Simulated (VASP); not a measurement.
# Sn (P6/mmm) in VASP: a series of runs, part 2 of 2

VASP 6.6.1. The steps go on from the part before.

### Step 3. Single point, PBE (volume scaled by 0.55)

INCAR

```
PREC     = Accurate       # precision mode
ENCUT    = 520            # plane-wave cutoff, eV
EDIFF    = 1E-7           # SCF threshold, eV
ISMEAR   = -1             # smearing method
SIGMA    = 0.1            # smearing width, eV
LREAL    = False          # projectors in reciprocal space
LASPH    = True           # aspherical terms in the spheres
NELM     = 60             # most SCF steps
ALGO     = Normal         # electronic algorithm
ISIF     = 2              # what is computed and relaxed
LWAVE    = False          # write WAVECAR
LCHARG   = False          # write CHGCAR
GGA      = PE             # functional
NBANDS   = 28             # bands
```

KPOINTS

```
Automatic mesh
0
Gamma
  7 7 9
```

POSCAR

```
Sn
1.0
    4.4587138163      0.0000000000      0.0000000000
   -2.2293569082      3.8613594332      0.0000000000
    0.0000000000      0.0000000000      2.6725917108
Sn
3
Direct
    0.0000000000      0.0000000000      0.0000000000
    0.3333333333      0.6666666667      0.5000000000
    0.6666666667      0.3333333333      0.5000000000
```

Potentials or basis: VASP PAW PBE potentials, release 64 (Sn_d).

Run with:

```sh
$ cat potpaw_PBE.64/Sn_d/POTCAR > POTCAR
$ mpirun -np 1 vasp_std > vasp.out
```

OUTCAR:

```text
PREC = Accurate
   ENCUT = 520
   EDIFF = 1E-7
   ISMEAR = -1
   LREAL = False
   LASPH = True
   NELM = 60
   ISIF = 2
   GGA = PE

 ion  position               nearest neighbor table
   1  0.000  0.000  0.000-   2 2.90   3 2.90   2 2.90   3 2.90   3 2.90   3 2.90   2 2.90   2 2.90
                             3 2.90   3 2.90   2 2.90   2 2.90
   2  0.333  0.667  0.500-   3 2.57   3 2.57   3 2.57   1 2.90   1 2.90   1 2.90   1 2.90   1 2.90
                             1 2.90   3 3.71   3 3.71   3 3.71   3 3.71   3 3.71   3 3.71
   3  0.667  0.333  0.500-   2 2.57   2 2.57   2 2.57   1 2.90   1 2.90   1 2.90   1 2.90   1 2.90
                             1 2.90   2 3.71   2 3.71   2 3.71   2 3.71   2 3.71   2 3.71

  LATTYP: Found a hexagonal cell.
 ALAT       =     4.4587138163
 C/A-ratio  =     0.5994086683

  Lattice vectors:

 A1 = (   4.4587138163,   0.0000000000,   0.0000000000)
 A2 = (  -2.2293569082,   3.8613594332,   0.0000000000)
 A3 = (   0.0000000000,   0.0000000000,   2.6725917108)

Analysis of symmetry for initial positions (statically):
=====================================================================
 Subroutine PRICEL returns:
 Original cell was already a primitive cell.

 Routine SETGRP: Setting up the symmetry group for a
 hexagonal supercell.

 Subroutine GETGRP returns: Found 24 space group operations
 (whereof 24 operations were pure point group operations)
 out of a pool of 24 trial point group operations.

The static configuration has the point symmetry D_6h.

Analysis of symmetry for dynamics (positions and initial velocities):
=====================================================================
 Subroutine PRICEL returns:
 Original cell was already a primitive cell.

 Routine SETGRP: Setting up the symmetry group for a
 hexagonal supercell.

 Subroutine GETGRP returns: Found 24 space group operations
 (whereof 24 operations were pure point group operations)
 out of a pool of 24 trial point group operations.

The dynamic configuration has the point symmetry D_6h.

 Subroutine INISYM returns: Found 24 space group operations
 (whereof 24 operations are pure point group operations),
 and found     1 'primitive' translations

----------------------------------------------------------------------------------------

                                     Primitive cell

  volume of cell :      46.0132

  direct lattice vectors                    reciprocal lattice vectors
     4.458713816  0.000000000  0.000000000     0.224279925  0.129488075  0.000000000
    -2.229356908  3.861359433  0.000000000     0.000000000  0.258976150  0.000000000
     0.000000000  0.000000000  2.672591711     0.000000000  0.000000000  0.374168638

  length of vectors
     4.458713816  4.458713816  2.672591711     0.258976150  0.258976150  0.374168638

  position of ions in fractional coordinates (direct lattice)
     0.000000000  0.000000000  0.000000000
     0.333333333  0.666666667  0.500000000
     0.666666667  0.333333333  0.500000000

  ion indices of the primitive-cell ions
   primitive index   ion index
                 1           1
                 2           2
                 3           3

----------------------------------------------------------------------------------------

 KPOINTS: Automatic mesh

Automatic generation of k-mesh.
 Grid dimensions read from file:
 generate k-points for:    7    7    9

 Generating k-lattice:

  Cartesian coordinates                     Fractional coordinates (reciprocal lattice)
     0.032039989  0.018498296  0.000000000     0.142857143  0.000000000  0.000000000
     0.000000000  0.036996593  0.000000000     0.000000000  0.142857143  0.000000000
     0.000000000  0.000000000  0.041574293     0.000000000  0.000000000  0.111111111

  Length of vectors
     0.036996593  0.036996593  0.041574293

  Shift w.r.t. Gamma in fractional coordinates (k-lattice)
     0.000000000  0.000000000  0.000000000

 Subroutine IBZKPT returns following result:
 ===========================================

 Found     40 irreducible k-points:

 Following reciprocal coordinates:
            Coordinates               Weight
  0.000000  0.000000  0.000000      1.000000
  0.142857  0.000000  0.000000      6.000000
  0.285714  0.000000  0.000000      6.000000
  0.428571  0.000000  0.000000      6.000000
  0.142857  0.142857  0.000000      6.000000
  0.285714  0.142857  0.000000     12.000000
[... 16 lines left out ...]
  0.428571  0.142857  0.222222     12.000000
  0.285714  0.285714  0.222222     12.000000
 [... further k-points ...]
   k-points           NKPTS =     40   k-points in BZ     NKDIM =     40   number of bands    NBANDS=     28
   number of dos      NEDOS =    301   number of ions     NIONS =      3
   total plane-waves  NPLWV =  25920
   dimension x,y,z NGX =    36 NGY =   36 NGZ =   20
   dimension x,y,z NGXF=    72 NGYF=   72 NGZF=   40
   ions per type =               3
   NGX,Y,Z   is equivalent  to a cutoff of  13.42, 13.42, 12.44 a.u.
   NGXF,Y,Z  is equivalent  to a cutoff of  26.85, 26.85, 24.88 a.u.
 SYSTEM =  unknown system
   PREC   = accura    normal or accurate (medium, high low for compatibility)
   ISTART =      0    job   : 0-new  1-cont  2-samecut
   ICHARG =      2    charge: 1-file 2-atom 10-const
   ISPIN  =      1    spin polarized calculation?
   LNONCOLLINEAR =      F non collinear calculations
   LSORBIT =      F    spin-orbit coupling
   LASPH  =      T    aspherical Exc in radial PAW
   ENCUT  =  520.0 eV  38.22 Ry    6.18 a.u.   8.29  8.29  4.97*2*pi/ulx,y,z
   NELM   =     60;   NELMIN=  2; NELMDL= -5     # of ELM steps
   EDIFF  = 0.1E-06   stopping-criterion for ELM
   LREAL  =      F    real-space projection
   EDIFFG = 0.1E-05   stopping-criterion for IOM
   NSW    =      0    number of steps for IOM
   IBRION =     -1    ionic relax: 0-MD 1-quasi-New 2-CG
   NFREE  =      0    steps in history (QN), initial steepest desc. (CG)
   ISIF   =      2    stress and relaxation
   ISYM   =      2    0-nonsym 1-usesym 2-fastsym
   POTIM  = 0.5000    time-step for ionic-motion
   TEBEG  =    0.0;   TEEND  =   0.0 temperature during run
   PSTRESS=    0.0 pullay stress
   NELECT =      42.0000    total number of electrons
   NUPDOWN=      -1.0000    fix difference up-down
   EMIN   =  10.00;   EMAX   =-10.00  energy-range for DOS
   EFERMI =   0.00;   METHOD = LEGACY
   ISMEAR =    -1;   SIGMA  =   0.10  broadening in eV -4-tet -1-fermi 0-gaus
   EFERMI_NEDOS =   21; number of points for ismear=-14 and -15
   IALGO  =     38    algorithm
   IMIX   =      4    mixing-type and parameters
     AMIX     =   0.40;   BMIX     =  1.00
     AMIX_MAG =   1.60;   BMIX_MAG =  1.00
  volume/ion in A,a.u.               =      15.34       103.50
  Fermi-wavevector in a.u.,A,eV,Ry     =   1.588049  3.000977 34.312509  2.521898
  Thomas-Fermi vector in A             =   2.687112
   LORBIT       =      0    0 simple, 1 ext, 2 COOP (PROOUT), +10 PAW based schemes
   GGA     = PE    functional components
   LHFCALC =     F    Hartree Fock is set to
   AEXX    =    0.0000 exact exchange contribution
   IVDW    =     0    specifies the selected vdW correction
   LEPSILON=     F    determine dielectric tensor
   LRPA    =     F    only Hartree local field effects (RPA)
 non-spin polarized calculation
  energy-cutoff  :      520.00
  volume of cell :       46.01
 maximum number of plane-waves:      1254
 NGX is ok and might be reduce to    36
   NGX = 17   NGY = 17   NGZ =  9

 number of electron      42.0000031 magnetization

 Free energy of the ion-electron system (eV)
  ---------------------------------------------------
  ext. energy  EPLUGINS =         0.00000000
  ---------------------------------------------------
  free energy    TOTEN  =        -3.55789520 eV

  energy without entropy =       -3.52346671  energy(sigma->0) =       -3.54068095

 E-fermi :  17.5308     XC(G=0): -13.3547

 val. band max:       17.5303230430   @ k =   0.2857   0.0000   0.4444
 cond. band min:      17.6251322711   @ k =   0.1429   0.0000   0.3333
 fundamental gap:      0.0948092281
 Fermi energy:        17.5307679285

 k-point     1 :       0.0000    0.0000    0.0000
  band No.  band energies     occupation
      1      -5.8863      2.00000
      2      -5.3934      2.00000
      3      -5.3068      2.00000
      4      -5.2623      2.00000
      5      -5.2623      2.00000
      6      -4.9681      2.00000
[... 733 lines left out ...]
     27      26.4160      0.00000
     28      27.5228      0.00000

 [... further k-points ...]

------------------------ aborting loop because EDIFF is reached ----------------------------------------

  FORCE on cell =-STRESS in cart. coord.  units (eV):
  Direction    XX          YY          ZZ          XY          YZ          ZX
  --------------------------------------------------------------------------------------
  -------------------------------------------------------------------------------------
  Total       34.0419422     34.0419422     33.9083314     -0.0000000     -0.0000000      0.0000000
  in kB     1185.3387115   1185.3387116   1180.6863876     -0.0000000     -0.0000000      0.0000000
  external PRESSURE =    1183.7879369 kB  Pullay stress =       0.0000000 kB

 VOLUME and BASIS-vectors are now :
 -----------------------------------------------------------------------------
  energy-cutoff  :      520.00
  volume of cell :       46.01
      direct lattice vectors                 reciprocal lattice vectors
     4.458713816  0.000000000  0.000000000     0.224279925  0.129488075  0.000000000
    -2.229356908  3.861359433  0.000000000     0.000000000  0.258976150  0.000000000
     0.000000000  0.000000000  2.672591711     0.000000000  0.000000000  0.374168638

 POSITION                                       TOTAL-FORCE (eV/Angst)
 -----------------------------------------------------------------------------------
      0.00000      0.00000      0.00000        -0.000000      0.000000     -0.000000
     -0.00000      2.57424      1.33630         0.000000      0.000000      0.000000
      2.22936      1.28712      1.33630        -0.000000      0.000000     -0.000000
 -----------------------------------------------------------------------------------
    total drift:                                0.000000      0.000000     -0.000000

  FREE ENERGIE OF THE ION-ELECTRON SYSTEM (eV)
  ---------------------------------------------------
  free  energy   TOTEN  =        -3.5578952019 eV

  energy  without entropy=       -3.5234667069  energy(sigma->0) =       -3.54068095
```

Wall time 41 s (1 thread of Intel Xeon Platinum 8259CL at 2.50GHz (Skylake/Cascade Lake), shared host); peak memory 0.18 GiB.

Results:

| Quantity | Value |
| --- | --- |
| Free energy | -3.5579 eV |
| Pressure | 118.4 GPa |
| Band gap on the k mesh | zero (band 21 reaches 20.27 eV, above the bottom of band 22 at 12.53 eV) |

Caveat: spin-orbit coupling is left out, which moves the levels of the heavy elements.
